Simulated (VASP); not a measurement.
Write the native input for VASP 6.6.1 that does the following.

| Quantity | Value |
| --- | --- |
| Task | relaxation of shape and atoms at fixed volume |
| Functional | PBEsol |
| Potentials or basis | VASP PAW PBE potentials, release 64 (Zn) |
| Cutoff | 600 eV |
| k mesh | 18 × 18 × 8 |
| Occupations | gaussian, width 0.1 eV |
| Spin | no spin polarisation |
| Dipole correction | no |
| Further INCAR settings | ALGO = Normal; EDIFF = 1e-07; IBRION = 2; EDIFFG = -0.01; NSW = 50; ISIF = 4 |

The structure of Zn lies in POSCAR:

```
Zn
1.0
    2.6263070865      0.0000000000      0.0000000000
   -1.3131535433      2.2744486550      0.0000000000
    0.0000000000      0.0000000000      5.0567510039
Zn
2
Direct
    0.3333333333      0.6666666667      0.2500000000
    0.6666666667      0.3333333333      0.7500000000
```

These files were run (other wordings do the same):

INCAR

```
SYSTEM = Zn
ALGO = Normal
EDIFF = 1E-7
EDIFFG = -0.01
ENCUT = 600
GGA = PS
IBRION = 2
ISIF = 4
ISMEAR = 0
LASPH = .True.
LCHARG = .False.
LREAL = .False.
LWAVE = .False.
NELM = 100
NSW = 50
PREC = Accurate
SIGMA = 0.1
```

KPOINTS

```
k-points
0
Gamma
  18 18 8
  0 0 0
```

Potentials or basis: VASP PAW PBE potentials, release 64 (Zn).

Run with:

```sh
$ cat potpaw_PBE.64/Zn/POTCAR > POTCAR
$ mpirun -np 1 vasp_std > vasp.out
```

Results of the run:

```yaml
Energy_gained_by_relaxing: 0.4 meV/atom
Ionic_steps: 3
Pressure_after_relaxing: -3.5 GPa
Band_gap_on_the_k_mesh: zero (bands 12 and 13 overlap by 5.34 eV)
```

Caveat: the PAW data sets were made with another functional, which shifts forces and pressure a little.

It took 93 s on 1 thread of Intel(R) Xeon(R) 6975P-C (Granite Rapids), on a shared host, peak memory 0.22 GiB.
